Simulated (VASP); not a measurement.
Here is a VASP 6.6.1 calculation.

Contents of POSCAR:

```
LiH
1.0
    3.2548234142      0.0000000000      0.0000000000
   -1.6274117071      2.8187597615      0.0000000000
    0.0000000000      0.0000000000      4.0690682565
Li H
2 2
Direct
    0.3333333333      0.6666666667      0.2500000000
    0.6666666667      0.3333333333      0.7500000000
    0.6666666667      0.3333333333      0.2500000000
    0.3333333333      0.6666666667      0.7500000000
```

The input INCAR.step1:

```
  PREC = Accurate
  ENCUT = 520
  ISMEAR = 0
  SIGMA = 0.01
  LREAL = False
  LASPH = True
  NELM = 60
  NBANDS = 12
  GGA = PE
  ALGO = Normal
  EDIFF = 1E-4
  LWAVE = True
  LCHARG = False
```

The input INCAR.step2:

```
  PREC = Accurate
  ENCUT = 520
  EDIFF = 1E-6
  ISMEAR = 0
  SIGMA = 0.01
  LREAL = False
  LASPH = True
  NELM = 60
  ALGO = Normal
  ISIF = 2
  LWAVE = False
  LCHARG = True
  METAGGA = R2SCAN
  LMIXTAU = True
  LELF = True
  LVHAR = True
  NBANDS = 12
  ISTART = 1
```

Contents of KPOINTS:

```
Automatic mesh
0
Gamma
  9 9 6
```

Potentials or basis: VASP PAW PBE potentials, release 64 (Li_sv, H).

Launch:

```console
$ cat potpaw_PBE.64/Li_sv/POTCAR potpaw_PBE.64/H/POTCAR > POTCAR
$ cp INCAR.step1 INCAR
$ mpirun -np 1 vasp_std > vasp.out
$ cp INCAR.step2 INCAR
$ mpirun -np 1 vasp_std > vasp.out
```

Task: What does it give for the band gap on the k mesh?

Result: 2.30 eV (least direct gap 3.61 eV).

 A k mesh can miss the band edges.
